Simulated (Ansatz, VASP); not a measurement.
**One calculation of Tl, two programs**

```
Tl
1.0
     3.33648    0.00000    0.00000
     0.00000    3.33648    0.00000
     0.00000    0.00000    3.33648
Tl
1
Direct
  0.00000 0.00000 0.00000
```

Alike in both runs: functional RPBE; k mesh 10 × 10 × 10; occupations fermi-dirac, width 0.1 eV; no spin polarisation.

Ansatz relaxed the structure, and its values are those at the end. VASP's run is a single point on that final structure, the one shown.

|  | VASP | Ansatz |
| --- | --- | --- |
| version | VASP 6.6.1 | Ansatz 0.2.0 |
| potentials or method | VASP PAW PBE potentials, release 64 (Tl_d), cutoff 520 eV | plane waves (420 eV) with PAW, scalar-relativistic |
| valence electrons in the cell | 13 | 13 |

VASP gave:

* pressure (GPa): -0.1

Q: Which values does Ansatz return?

A: Pressure (GPa): 0.0.

VASP's potentials were made for PBE, not for RPBE. The functional is the same, so the differences come from potentials, cutoffs and numerics.

Neither program's run includes spin-orbit coupling.
